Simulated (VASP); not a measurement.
Ag, 1 atom in the cell. Symmetry: Fm-3m, No. 225, cubic system. The conventional cell has a = 4.085 Å, b = 4.085 Å, c = 4.085 Å, α = 90.00°, β = 90.00°, γ = 90.00°. Within 3.8 Å of Ag (site symmetry m-3m) lie 12 Ag at 2.89 Å. 

| Item | Value |
| --- | --- |
| Program | VASP 6.6.1 |
| Task | relaxation of cell and atoms |
| Functional | r2SCAN |
| Potentials or basis | VASP PAW PBE potentials, release 64 (Ag) |
| Cutoff | 600 eV |
| k mesh | 24 × 24 × 24 |
| Occupations | fermi-dirac, width 0.08 eV |
| Spin | no spin polarisation |
| Dipole correction | no |
| Further INCAR settings | ALGO = Normal; EDIFF = 1e-06; IBRION = 2; EDIFFG = -0.002; NSW = 100; ISIF = 3 |

Potentials or basis: VASP PAW PBE potentials, release 64 (Ag).

Command:

```sh
$ cat potpaw_PBE.64/Ag/POTCAR > POTCAR
$ cp INCAR.step1 INCAR
$ mpirun -np 1 vasp_std > vasp.out
$ cp INCAR.step2 INCAR
$ mpirun -np 1 vasp_std > vasp.out
```

Hardware: 1 thread of Intel(R) Xeon(R) Platinum 8375C CPU @ 2.90GHz (Ice Lake), with other jobs on the host.

**Question.** How long does it take, and how much memory?

**Answer.** Wall time 9.4 min on 1 thread of Intel(R) Xeon(R) Platinum 8375C CPU @ 2.90GHz (Ice Lake) (shared host), peak memory 0.23 GiB. Counts: k points 413, ion steps 7.
